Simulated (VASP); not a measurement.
A run of VASP 6.6.1 is set up as follows.

File INCAR:

```
SYSTEM = Si
  ALGO = Normal
  EDIFF = 1E-7
  ENCUT = 520
  GGA = PE
  ISIF = 2
  ISMEAR = 0
  LASPH = .True.
  LCHARG = .False.
  LREAL = .False.
  LWAVE = .False.
  NBANDS = 8
  NELM = 100
  PREC = Accurate
  SIGMA = 0.15
```

The input KPOINTS:

```
k-points
0
Gamma
  16 16 14
  0 0 0
```

The input POSCAR:

```
Si
1.0
    2.5270000000      0.0252700000      0.0252700000
   -1.2416155400      2.1758110000      0.0092494600
    0.0237300000      0.0237300000      2.3730000000
Si
1
Direct
    0.0000000000      0.0000000000      0.0000000000
```

Potentials or basis: VASP PAW PBE potentials, release 64 (Si).

Command:

```console
$ cat potpaw_PBE.64/Si/POTCAR > POTCAR
$ mpirun -np 1 vasp_std > vasp.out
```

Q: Predict the pressure.

A: 20.7 GPa.

Q: What does it give for the band gap on the k mesh?

A: Zero (bands 2 and 3 overlap by 12.13 eV).

Stress tensor (GPa, compression positive):
```
20.82 -0.31 -1.76
-0.31 21.08 -1.82
-1.76 -1.82 20.10
```

Caveat: the cell stands under pressure.
